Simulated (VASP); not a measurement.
Here is a VASP 6.6.1 calculation.

File INCAR:

```
PREC     = Accurate       # precision mode
ENCUT    = 520            # plane-wave cutoff, eV
EDIFF    = 1E-6           # SCF threshold, eV
ISMEAR   = -1             # smearing method
SIGMA    = 0.05           # smearing width, eV
LREAL    = False          # projectors in reciprocal space
LASPH    = True           # aspherical terms in the spheres
NELM     = 100            # most SCF steps
ALGO     = Normal         # electronic algorithm
ISIF     = 2              # what is computed and relaxed
LWAVE    = False          # write WAVECAR
LCHARG   = False          # write CHGCAR
GGA      = PS             # functional
NBANDS   = 15             # bands
```

Contents of KPOINTS:

```
regular mesh
0
Gamma
  9 9 9
```

The input POSCAR:

```
SrO
1.0
    0.0000000000      2.6000709780      2.6000709780
    2.6000709780      0.0000000000      2.6000709780
    2.6000709780      2.6000709780      0.0000000000
Sr O
1 1
Direct
    0.5000000000      0.5000000000      0.5000000000
    0.0000000000      0.0000000000      0.0000000000
```

Potentials or basis: VASP PAW PBE potentials, release 64 (Sr_sv, O).

The run is started by

```sh
$ cat potpaw_PBE.64/Sr_sv/POTCAR potpaw_PBE.64/O/POTCAR > POTCAR
$ mpirun -np 1 vasp_std > vasp.out
```

**Question.** Predict the band gap on the k mesh.

**Answer.** 3.23 eV, indirect (least direct gap 3.35 eV).

**Question.** Predict the pressure.

**Answer.** -3.3 GPa.

Caveat: the PAW data sets were made with another functional, which shifts forces and pressure a little. A k mesh can miss the band edges.
